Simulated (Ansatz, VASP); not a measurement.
Two plane-wave programs on ZnS

```xyz
6
Lattice="5.7011 0.0000 0.0000 -2.8505 4.9373 0.0000 0.0000 0.0000 3.3622" Properties=species:S:1:pos:R:3 pbc="T T T"
Zn    3.5498    0.0000    2.2414
Zn   -1.7749    3.0742    1.1207
Zn    1.0756    1.8631    0.0000
S     2.1513    0.0000    0.5604
S    -1.0756    1.8631    2.8018
S     1.7749    3.0742    1.6811
```

Alike in both runs: task single point; functional PBE; k mesh 6 × 6 × 6; occupations gaussian, width 0.1 eV; no spin polarisation.

|  | VASP | Ansatz |
| --- | --- | --- |
| version | VASP 6.6.1 | Ansatz 0.2.0 |
| potentials or method | VASP PAW PBE potentials, release 64 (Zn, S), cutoff 520 eV | scalar-relativistic, plane waves, PAW |
| valence electrons in the cell | 54 | 54 |

|  | VASP | Ansatz | Ansatz less VASP |
| --- | --- | --- | --- |
| gap on the k mesh at the Fermi level (eV) | 2.68 | 2.68 | -0.003 |
| least direct gap on the mesh (eV) | 2.91 | 2.91 | -0.010 |
| pressure (GPa) | 26.7 | 26.3 | -0.36 |
| traceless stress, the component that is largest in VASP (GPa) | 5.45 | 5.43 | -0.015 |
| rms of the force components (eV/Å) | 0.634 | 0.629 | -0.0048 |

Atom by atom the forces differ by 0.005 eV/Å (rms over components).
